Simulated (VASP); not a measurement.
Wanted: the native input for a VASP 6.6.1 run.

* Task: single point
* Functional: PBE
* Potentials or basis: VASP PAW PBE potentials, release 64 (Si)
* Cutoff: 520 eV
* k mesh: 4 × 4 × 4
* Occupations: gaussian, width 0.1 eV
* Spin: no spin polarisation
* Dipole correction: no
* Further INCAR settings: ALGO = Normal; EDIFF = 1e-06; NBANDS = 36

The structure of Si lies in POSCAR:

```
Si
1.0
   -3.8871265079      3.8871265079      3.8871265079
    3.8871265079     -3.8871265079      3.8871265079
    3.8871265079      3.8871265079     -3.8871265079
Si
12
Direct
    0.1250000000      0.7500000000      0.8750000000
    0.7500000000      0.3750000000      0.6250000000
    0.6250000000      0.3750000000      0.2500000000
    0.7500000000      0.8750000000      0.1250000000
    0.1250000000      0.8750000000      0.2500000000
    0.2500000000      0.1250000000      0.8750000000
    0.8750000000      0.1250000000      0.7500000000
    0.3750000000      0.6250000000      0.7500000000
    0.3750000000      0.2500000000      0.6250000000
    0.8750000000      0.2500000000      0.1250000000
    0.2500000000      0.6250000000      0.3750000000
    0.6250000000      0.7500000000      0.3750000000
```

The cell was built from a structure type or drawn by symmetry, and may not be a known phase.

These files were run (other wordings do the same):

INCAR

```
ALGO = Normal
EDIFF = 1E-6
ENCUT = 520
GGA = PE
ISIF = 2
ISMEAR = 0
LASPH = True
LCHARG = False
LREAL = False
LWAVE = False
NBANDS = 36
NELM = 80
PREC = Accurate
SIGMA = 0.1
```

KPOINTS

```
k-points
0
Gamma
  4 4 4
```

Potentials or basis: VASP PAW PBE potentials, release 64 (Si).

Run with:

```sh
$ cat potpaw_PBE.64/Si/POTCAR > POTCAR
$ mpirun -np 1 vasp_std > vasp.out
```

Results of the run:

* Pressure: 0.0 GPa
* Band gap on the k mesh: 0.38 eV

Wall time 100 s on 1 thread of Intel(R) Xeon(R) Platinum 8259CL CPU @ 2.50GHz (Skylake/Cascade Lake), with other jobs on the host, peak memory 0.33 GiB.
